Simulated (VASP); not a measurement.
Write the native input for VASP 6.6.1 that does the following.

```
Task                   : single point
Functional             : PBE
Potentials or basis    : VASP PAW PBE potentials, release 64 (K_sv, Sr_sv, Re)
Cutoff                 : 520 eV
k mesh                 : 8 × 8 × 8
Occupations            : gaussian, width 0.1 eV
Spin                   : no spin polarisation
Dipole correction      : no
Further INCAR settings : ALGO = Normal; EDIFF = 1e-06; NBANDS = 32
```

The structure of KSrRe4 lies in POSCAR:

```
KSrRe4
1.0
    0.0000000000      3.9011052962      3.9011052962
    3.9011052962      0.0000000000      3.9011052962
    3.9011052962      3.9011052962      0.0000000000
K Sr Re
1 1 4
Direct
    0.0000000000      0.0000000000      0.0000000000
    0.2500000000      0.2500000000      0.2500000000
    0.6251471421      0.6251471421      0.6251471421
    0.6251471421      0.6251471421      0.1245585738
    0.6251471421      0.1245585738      0.6251471421
    0.1245585738      0.6251471421      0.6251471421
```

The cell was generated, and may not be a known phase.

One way to write it, as run:

INCAR

```
PREC = Accurate ; ENCUT = 520
EDIFF = 1E-6 ; ISMEAR = 0
SIGMA = 0.1 ; LREAL = F
LASPH = T ; NELM = 100
ALGO = Normal ; ISIF = 2
LWAVE = F ; LCHARG = F
GGA = PE ; NBANDS = 32
```

KPOINTS

```
Automatic mesh
0
Gamma
  8 8 8
```

Potentials or basis: VASP PAW PBE potentials, release 64 (K_sv, Sr_sv, Re).

Command:

```sh
$ cat potpaw_PBE.64/K_sv/POTCAR potpaw_PBE.64/Sr_sv/POTCAR potpaw_PBE.64/Re/POTCAR > POTCAR
$ mpirun -np 1 vasp_std > vasp.out
```

Results of the run:

```json
{"Pressure": "-0.1 GPa", "Largest force": "0.003 eV/Å", "Band gap on the k mesh": "zero (an odd number of electrons rules out a gap without spin polarisation)"}
```

Caveat: spin-orbit coupling is left out, which moves the levels of the heavy elements.

Run time: 5.9 min on 1 thread of Oxide Virtual Turin-like Processor (shared host), peak memory 0.28 GiB.
